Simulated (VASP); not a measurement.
# FeO (rock salt type) (Fm-3m) in VASP: further runs

Runs on FeO (rock salt type). Level: PBE. Tasks: single point.

Everything below comes from runs of VASP 6.6.1. Logs are shortened: lines on timing, memory, paths and dates and some standing lists are left out, and cuts for length are marked.

## (1) The cell of the first run

The structure is cubic, space group Fm-3m (No. 225). Conventional cell: a = 4.037 Å, b = 4.037 Å, c = 4.037 Å, α = 90.00°, β = 90.00°, γ = 90.00°. Fe (site symmetry m-3m) has 6 O at 2.02 Å within 2.7 Å. Within 2.7 Å of O (site symmetry m-3m) lie 6 Fe at 2.02 Å.

## (2) Single point, PBE

File INCAR:

```
PREC = Accurate
ENCUT = 520
EDIFF = 1E-7
ISMEAR = -1
SIGMA = 0.06122561905347299
LREAL = F
LASPH = T
NELM = 100
ALGO = Normal
ISIF = 2
LWAVE = F
LCHARG = F
GGA = PE
NBANDS = 14
```

File KPOINTS:

```
Automatic mesh
0
Gamma
  46 46 46
```

File POSCAR:

```
FeO
1.0
    0.0000000000      2.0185887625      2.0185887625
    2.0185887625      0.0000000000      2.0185887625
    2.0185887625      2.0185887625      0.0000000000
Fe O
1 1
Direct
    0.0000000000      0.0000000000      0.0000000000
    0.5000000000      0.5000000000      0.5000000000
```

Potentials or basis: VASP PAW PBE potentials, release 64 (Fe, O).

Launch:

```bash
$ cat potpaw_PBE.64/Fe/POTCAR potpaw_PBE.64/O/POTCAR > POTCAR
$ mpirun -np 1 vasp_std > vasp.out
```

OUTCAR:

```text
PREC = Accurate
   ENCUT = 520
   EDIFF = 1E-7
   ISMEAR = -1
   LREAL = F
   LASPH = T
   NELM = 100
   ISIF = 2
   GGA = PE

 ion  position               nearest neighbor table
   1  0.000  0.000  0.000-   2 2.02   2 2.02   2 2.02   2 2.02   2 2.02   2 2.02
   2  0.500  0.500  0.500-   1 2.02   1 2.02   1 2.02   1 2.02   1 2.02   1 2.02

  LATTYP: Found a face centered cubic cell.
 ALAT       =     4.0371775250

  Lattice vectors:

 A1 = (   0.0000000000,   2.0185887625,   2.0185887625)
 A2 = (   2.0185887625,   0.0000000000,   2.0185887625)
 A3 = (   2.0185887625,   2.0185887625,   0.0000000000)

Analysis of symmetry for initial positions (statically):
[... 6 lines left out ...]

 Subroutine GETGRP returns: Found 48 space group operations
 (whereof 48 operations were pure point group operations)
 out of a pool of 48 trial point group operations.

The static configuration has the point symmetry O_h .

Analysis of symmetry for dynamics (positions and initial velocities):
[... 6 lines left out ...]

 Subroutine GETGRP returns: Found 48 space group operations
 (whereof 48 operations were pure point group operations)
 out of a pool of 48 trial point group operations.

The dynamic configuration has the point symmetry O_h .

 Subroutine INISYM returns: Found 48 space group operations
 (whereof 48 operations are pure point group operations),
 and found     1 'primitive' translations

----------------------------------------------------------------------------------------

                                     Primitive cell

  volume of cell :      16.4503

  direct lattice vectors                    reciprocal lattice vectors
     0.000000000  2.018588762  2.018588762    -0.247697802  0.247697802  0.247697802
     2.018588762  0.000000000  2.018588762     0.247697802 -0.247697802  0.247697802
     2.018588762  2.018588762  0.000000000     0.247697802  0.247697802 -0.247697802

  length of vectors
     2.854715605  2.854715605  2.854715605     0.429025178  0.429025178  0.429025178

  position of ions in fractional coordinates (direct lattice)
     0.000000000  0.000000000  0.000000000
     0.500000000  0.500000000  0.500000000

  ion indices of the primitive-cell ions
   primitive index   ion index
                 1           1
                 2           2

----------------------------------------------------------------------------------------

 KPOINTS: Automatic mesh

Automatic generation of k-mesh.
 Grid dimensions read from file:
 generate k-points for:   46   46   46

 Generating k-lattice:

  Cartesian coordinates                     Fractional coordinates (reciprocal lattice)
    -0.005384735  0.005384735  0.005384735     0.021739130  0.000000000  0.000000000
     0.005384735 -0.005384735  0.005384735     0.000000000  0.021739130  0.000000000
     0.005384735  0.005384735 -0.005384735     0.000000000  0.000000000  0.021739130

  Length of vectors
     0.009326634  0.009326634  0.009326634

  Shift w.r.t. Gamma in fractional coordinates (k-lattice)
     0.000000000  0.000000000  0.000000000

 Subroutine IBZKPT returns following result:
 ===========================================

 Found   2456 irreducible k-points:

 Following reciprocal coordinates:
            Coordinates               Weight
  0.000000  0.000000  0.000000      1.000000
  0.021739  0.000000  0.000000      8.000000
  0.043478  0.000000  0.000000      8.000000
  0.065217  0.000000  0.000000      8.000000
  0.086957  0.000000  0.000000      8.000000
  0.108696  0.000000  0.000000      8.000000
[... 16 lines left out ...]
  0.478261  0.000000  0.000000      8.000000
  0.500000  0.000000  0.000000      4.000000
 [... further k-points ...]
   k-points           NKPTS =   2456   k-points in BZ     NKDIM =   2456   number of bands    NBANDS=     14
   number of dos      NEDOS =    301   number of ions     NIONS =      2
   total plane-waves  NPLWV =  13824
   dimension x,y,z NGX =    24 NGY =   24 NGZ =   24
   dimension x,y,z NGXF=    48 NGYF=   48 NGZF=   48
   ions per type =               1   1
   NGX,Y,Z   is equivalent  to a cutoff of  13.98, 13.98, 13.98 a.u.
   NGXF,Y,Z  is equivalent  to a cutoff of  27.95, 27.95, 27.95 a.u.
 SYSTEM =  unknown system
   PREC   = accura    normal or accurate (medium, high low for compatibility)
   ISTART =      0    job   : 0-new  1-cont  2-samecut
   ICHARG =      2    charge: 1-file 2-atom 10-const
   ISPIN  =      1    spin polarized calculation?
   LNONCOLLINEAR =      F non collinear calculations
   LSORBIT =      F    spin-orbit coupling
   LASPH  =      T    aspherical Exc in radial PAW
   ENCUT  =  520.0 eV  38.22 Ry    6.18 a.u.   5.31  5.31  5.31*2*pi/ulx,y,z
   NELM   =    100;   NELMIN=  2; NELMDL= -5     # of ELM steps
   EDIFF  = 0.1E-06   stopping-criterion for ELM
   LREAL  =      F    real-space projection
   EDIFFG = 0.1E-05   stopping-criterion for IOM
   NSW    =      0    number of steps for IOM
   IBRION =     -1    ionic relax: 0-MD 1-quasi-New 2-CG
   NFREE  =      0    steps in history (QN), initial steepest desc. (CG)
   ISIF   =      2    stress and relaxation
   ISYM   =      2    0-nonsym 1-usesym 2-fastsym
   POTIM  = 0.5000    time-step for ionic-motion
   TEBEG  =    0.0;   TEEND  =   0.0 temperature during run
   PSTRESS=    0.0 pullay stress
   NELECT =      14.0000    total number of electrons
   NUPDOWN=      -1.0000    fix difference up-down
   EMIN   =  10.00;   EMAX   =-10.00  energy-range for DOS
   EFERMI =   0.00;   METHOD = LEGACY
   ISMEAR =    -1;   SIGMA  =   0.06  broadening in eV -4-tet -1-fermi 0-gaus
   EFERMI_NEDOS =   21; number of points for ismear=-14 and -15
   IALGO  =     38    algorithm
   IMIX   =      4    mixing-type and parameters
     AMIX     =   0.40;   BMIX     =  1.00
     AMIX_MAG =   1.60;   BMIX_MAG =  1.00
  volume/ion in A,a.u.               =       8.23        55.51
  Fermi-wavevector in a.u.,A,eV,Ry     =   1.551409  2.931738 32.747456  2.406870
  Thomas-Fermi vector in A             =   2.655933
   LORBIT       =      0    0 simple, 1 ext, 2 COOP (PROOUT), +10 PAW based schemes
   GGA     = PE    functional components
   LHFCALC =     F    Hartree Fock is set to
   AEXX    =    0.0000 exact exchange contribution
   IVDW    =     0    specifies the selected vdW correction
   LEPSILON=     F    determine dielectric tensor
   LRPA    =     F    only Hartree local field effects (RPA)
 non-spin polarized calculation
  energy-cutoff  :      520.00
  volume of cell :       16.45
 maximum number of plane-waves:       459
 NGX is ok and might be reduce to    24
   NGX = 11   NGY = 11   NGZ = 11

 number of electron      13.9999994 magnetization

 Free energy of the ion-electron system (eV)
  ---------------------------------------------------
  ext. energy  EPLUGINS =         0.00000000
  ---------------------------------------------------
  free energy    TOTEN  =       -13.78640745 eV

  energy without entropy =      -13.72368296  energy(sigma->0) =      -13.75504521

 E-fermi :   7.9559     XC(G=0): -13.3604

 val. band max:        7.9558045755   @ k =  -0.3043   0.3913   0.1522
 cond. band min:       7.9558896614   @ k =   0.4783   0.3696   0.0870
 fundamental gap:      0.0000850860
 Fermi energy:         7.9558808815

 k-point     1 :       0.0000    0.0000    0.0000
  band No.  band energies     occupation
      1     -14.3437      2.00000
      2       3.4765      2.00000
      3       3.4765      2.00000
      4       3.4765      2.00000
      5       6.1353      2.00000
      6       6.1355      2.00000
      7       6.1355      2.00000
      8       6.8094      2.00000
      9       6.8096      2.00000
     10      10.1003      0.00000
     11      24.7864      0.00000
     12      27.8818      0.00000
     13      27.8818      0.00000
     14      27.8818      0.00000

 k-point     2 :       0.0217    0.0000    0.0000
  band No.  band energies     occupation
      1     -14.3371      2.00000
      2       3.4337      2.00000
      3       3.4532      2.00000
      4       3.4532      2.00000
      5       6.1438      2.00000
      6       6.1439      2.00000
      7       6.1483      2.00000
      8       6.8337      2.00000
      9       6.8339      2.00000
     10      10.1321      0.00000
     11      24.7253      0.00000
     12      27.8727      0.00000
     13      27.8727      0.00000
     14      27.9194      0.00000

 k-point     3 :       0.0435    0.0000    0.0000
  band No.  band energies     occupation
      1     -14.3178      2.00000
      2       3.3100      2.00000
      3       3.3859      2.00000
      4       3.3860      2.00000
      5       6.1678      2.00000
      6       6.1679      2.00000
      7       6.1842      2.00000
      8       6.9053      2.00000
      9       6.9055      2.00000
     10      10.2255      0.00000
     11      24.5510      0.00000
     12      27.8440      0.00000
     13      27.8440      0.00000
     14      28.0245      0.00000
[... 324 lines left out ...]
 k-point    23 :       0.4783    0.0000    0.0000
  band No.  band energies     occupation
      1     -12.7178      2.00000
      2      -1.8921      2.00000
      3       0.9557      2.00000
      4       0.9558      2.00000
      5       7.5276      1.99817
      6       7.5277      1.99817
      7       7.8639      1.63580
      8      10.2319      0.00000
      9      10.2320      0.00000
     10      13.3968      0.00000
     11      19.2451      0.00000
     12      23.0571      0.00000
     13      23.0571      0.00000
     14      31.6051      0.00000

 k-point    24 :       0.5000    0.0000    0.0000
  band No.  band energies     occupation
      1     -12.7085      2.00000
      2      -1.9124      2.00000
      3       0.9481      2.00000
      4       0.9482      2.00000
      5       7.5345      1.99795
      6       7.5347      1.99795
      7       7.8767      1.56946
      8      10.2450      0.00000
      9      10.2451      0.00000
     10      13.3894      0.00000
     11      19.2439      0.00000
     12      23.0330      0.00000
     13      23.0330      0.00000
     14      31.6305      0.00000

 [... further k-points ...]
[... 5 lines left out ...]
  --------------------------------------------------------------------------------------
  -------------------------------------------------------------------------------------
  Total        1.2638982      1.2638982      1.2638982     -0.0000000      0.0000000     -0.0000000
  in kB      123.0974711    123.0974711    123.0974711     -0.0000000      0.0000000     -0.0000000
  external PRESSURE =     123.0974711 kB  Pullay stress =       0.0000000 kB

 VOLUME and BASIS-vectors are now :
 -----------------------------------------------------------------------------
  energy-cutoff  :      520.00
  volume of cell :       16.45
      direct lattice vectors                 reciprocal lattice vectors
     0.000000000  2.018588762  2.018588762    -0.247697802  0.247697802  0.247697802
     2.018588762  0.000000000  2.018588762     0.247697802 -0.247697802  0.247697802
     2.018588762  2.018588762  0.000000000     0.247697802  0.247697802 -0.247697802

 POSITION                                       TOTAL-FORCE (eV/Angst)
 -----------------------------------------------------------------------------------
      0.00000      0.00000      0.00000        -0.000000      0.000000     -0.000000
      2.01859      2.01859      2.01859         0.000000      0.000000      0.000000
 -----------------------------------------------------------------------------------
    total drift:                                0.000000     -0.000000     -0.000000

  FREE ENERGIE OF THE ION-ELECTRON SYSTEM (eV)
  ---------------------------------------------------
  free  energy   TOTEN  =       -13.7864074510 eV

  energy  without entropy=      -13.7236829610  energy(sigma->0) =      -13.75504521
```

It took 9.3 min on 1 thread of Oxide Virtual Turin-like, shared host; peak memory 0.63 GiB.

What came out:

```
Free energy            : -13.7864 eV
Pressure               : 12.3 GPa
Band gap on the k mesh : zero (band 7 reaches 7.99 eV, above the bottom of band 8 at 6.81 eV)
```

Levels at points of the mesh, in eV from the Fermi level:
```
           k point  band 5  band 6  band 7  band 8  band 9  band 10
(0.00, 0.00, 0.00)   -1.82   -1.82   -1.82   -1.15   -1.15     2.14
(0.50, 0.00, 0.00)   -0.42   -0.42   -0.08    2.29    2.29     5.43
(0.50, 0.50, 0.00)   -3.47   -0.49    0.03    0.03    0.37     8.16
```

Caveat: the run has no spin polarisation, though such a crystal can be magnetic; semilocal functionals often make such compounds metallic where correlation or magnetic order opens a gap, which also shifts bond lengths.

## (3) Single point, PBE

This run uses another cell than the first one, of 8.40 Å³/atom, 1.021 times its volume.

File INCAR:

```
SYSTEM = FeO
PREC = Accurate
ENCUT = 520
EDIFF = 1E-7
ISMEAR = -1
SIGMA = 0.06122561905347299
LREAL = .False.
LASPH = .True.
NELM = 60
ALGO = Normal
ISIF = 2
LWAVE = .False.
LCHARG = .False.
GGA = PE
NBANDS = 14
```

File KPOINTS:

```
regular mesh
0
Gamma
  46 46 46
  0 0 0
```

File POSCAR:

```
FeO
1.0
    0.0000000000      2.0325105043      2.0325105043
    2.0325105043      0.0000000000      2.0325105043
    2.0325105043      2.0325105043      0.0000000000
Fe O
1 1
Direct
    0.0000000000      0.0000000000      0.0000000000
    0.5000000000      0.5000000000      0.5000000000
```

Potentials or basis: VASP PAW PBE potentials, release 64 (Fe, O).

Launch:

```bash
$ cat potpaw_PBE.64/Fe/POTCAR potpaw_PBE.64/O/POTCAR > POTCAR
$ mpirun -np 1 vasp_std > vasp.out
```

OUTCAR:

```text
SYSTEM = FeO
   PREC = Accurate
   ENCUT = 520
   EDIFF = 1E-7
   ISMEAR = -1
   LREAL = .False.
   LASPH = .True.
   NELM = 60
   ISIF = 2
   GGA = PE

 ion  position               nearest neighbor table
   1  0.000  0.000  0.000-   2 2.03   2 2.03   2 2.03   2 2.03   2 2.03   2 2.03
   2  0.500  0.500  0.500-   1 2.03   1 2.03   1 2.03   1 2.03   1 2.03   1 2.03

  LATTYP: Found a face centered cubic cell.
 ALAT       =     4.0650210086

  Lattice vectors:

 A1 = (   0.0000000000,   2.0325105043,   2.0325105043)
 A2 = (   2.0325105043,   0.0000000000,   2.0325105043)
 A3 = (   2.0325105043,   2.0325105043,   0.0000000000)

Analysis of symmetry for initial positions (statically):
[... 6 lines left out ...]

 Subroutine GETGRP returns: Found 48 space group operations
 (whereof 48 operations were pure point group operations)
 out of a pool of 48 trial point group operations.

The static configuration has the point symmetry O_h .

Analysis of symmetry for dynamics (positions and initial velocities):
[... 6 lines left out ...]

 Subroutine GETGRP returns: Found 48 space group operations
 (whereof 48 operations were pure point group operations)
 out of a pool of 48 trial point group operations.

The dynamic configuration has the point symmetry O_h .

 Subroutine INISYM returns: Found 48 space group operations
 (whereof 48 operations are pure point group operations),
 and found     1 'primitive' translations

----------------------------------------------------------------------------------------

                                     Primitive cell

  volume of cell :      16.7930

  direct lattice vectors                    reciprocal lattice vectors
     0.000000000  2.032510504  2.032510504    -0.246001189  0.246001189  0.246001189
     2.032510504  0.000000000  2.032510504     0.246001189 -0.246001189  0.246001189
     2.032510504  2.032510504  0.000000000     0.246001189  0.246001189 -0.246001189

  length of vectors
     2.874403921  2.874403921  2.874403921     0.426086557  0.426086557  0.426086557

  position of ions in fractional coordinates (direct lattice)
     0.000000000  0.000000000  0.000000000
     0.500000000  0.500000000  0.500000000

  ion indices of the primitive-cell ions
   primitive index   ion index
[... 99 lines left out ...]
   GGA     = PE    functional components
   LHFCALC =     F    Hartree Fock is set to
   AEXX    =    0.0000 exact exchange contribution
   IVDW    =     0    specifies the selected vdW correction
   LEPSILON=     F    determine dielectric tensor
   LRPA    =     F    only Hartree local field effects (RPA)
 non-spin polarized calculation
  energy-cutoff  :      520.00
  volume of cell :       16.79
 maximum number of plane-waves:       467
 NGX is ok and might be reduce to    24
   NGX = 11   NGY = 11   NGZ = 11

 number of electron      13.9999993 magnetization

 Free energy of the ion-electron system (eV)
  ---------------------------------------------------
  ext. energy  EPLUGINS =         0.00000000
  ---------------------------------------------------
  free energy    TOTEN  =       -13.80684201 eV

  energy without entropy =      -13.74230608  energy(sigma->0) =      -13.77457404

 E-fermi :   7.6798     XC(G=0): -13.2373

 val. band max:        7.6798125538   @ k =  -0.4130   0.3696   0.1087
 cond. band min:       7.6798392986   @ k =  -0.4565   0.3696   0.0435
 fundamental gap:      0.0000267448
 Fermi energy:         7.6798238791

 k-point     1 :       0.0000    0.0000    0.0000
  band No.  band energies     occupation
      1     -14.4103      2.00000
      2       3.2951      2.00000
      3       3.2951      2.00000
      4       3.2951      2.00000
      5       5.9244      2.00000
      6       5.9245      2.00000
      7       5.9246      2.00000
      8       6.5752      2.00000
      9       6.5754      2.00000
     10       9.6835      0.00000
     11      24.4516      0.00000
     12      27.4136      0.00000
     13      27.4136      0.00000
     14      27.4136      0.00000
[... 377 lines left out ...]
      1     -12.8411      2.00000
      2      -1.9803      2.00000
      3       0.8389      2.00000
      4       0.8390      2.00000
      5       7.2726      1.99742
      6       7.2727      1.99741
      7       7.6013      1.56604
      8       9.9016      0.00000
      9       9.9017      0.00000
     10      13.0617      0.00000
     11      18.7471      0.00000
     12      22.6035      0.00000
     13      22.6035      0.00000
     14      31.0293      0.00000

 [... further k-points ...]
[... 5 lines left out ...]
  --------------------------------------------------------------------------------------
  -------------------------------------------------------------------------------------
  Total        0.6785813      0.6785813      0.6785813      0.0000000      0.0000000      0.0000000
  in kB       64.7416969     64.7416969     64.7416969      0.0000000      0.0000000      0.0000000
  external PRESSURE =      64.7416969 kB  Pullay stress =       0.0000000 kB

 VOLUME and BASIS-vectors are now :
 -----------------------------------------------------------------------------
  energy-cutoff  :      520.00
  volume of cell :       16.79
      direct lattice vectors                 reciprocal lattice vectors
     0.000000000  2.032510504  2.032510504    -0.246001189  0.246001189  0.246001189
     2.032510504  0.000000000  2.032510504     0.246001189 -0.246001189  0.246001189
     2.032510504  2.032510504  0.000000000     0.246001189  0.246001189 -0.246001189

 POSITION                                       TOTAL-FORCE (eV/Angst)
 -----------------------------------------------------------------------------------
      0.00000      0.00000      0.00000         0.000000     -0.000000     -0.000000
      2.03251      2.03251      2.03251        -0.000000      0.000000      0.000000
 -----------------------------------------------------------------------------------
    total drift:                                0.000000     -0.000000     -0.000000

  FREE ENERGIE OF THE ION-ELECTRON SYSTEM (eV)
  ---------------------------------------------------
  free  energy   TOTEN  =       -13.8068420091 eV

  energy  without entropy=      -13.7423060762  energy(sigma->0) =      -13.77457404
```

stdout:

```text
POSCAR found type information on POSCAR FeO
 POSCAR found :  2 types and       2 ions
 scaLAPACK will be used
 LDA part: xc-table for (Slater+PW92), standard interpolation
 POSCAR, INCAR and KPOINTS ok, starting setup
 FFT: planning ... GRIDC
 FFT: planning ... GRID_SOFT
 FFT: planning ... GRID
 WAVECAR not read
 entering main loop
```

It took 11 min on 1 thread of Oxide Virtual Turin-like, shared host; peak memory 0.64 GiB.

What came out:

* Free energy: -13.8068 eV
* Pressure: 6.5 GPa
* Band gap on the k mesh: zero (band 7 reaches 7.71 eV, above the bottom of band 8 at 6.58 eV)

Caveat: the run has no spin polarisation, though such a crystal can be magnetic; semilocal functionals often make such compounds metallic where correlation or magnetic order opens a gap, which also shifts bond lengths. With open d or f shells a metallic result of PBE can be an artefact of self-interaction; +U or a hybrid may open a gap.
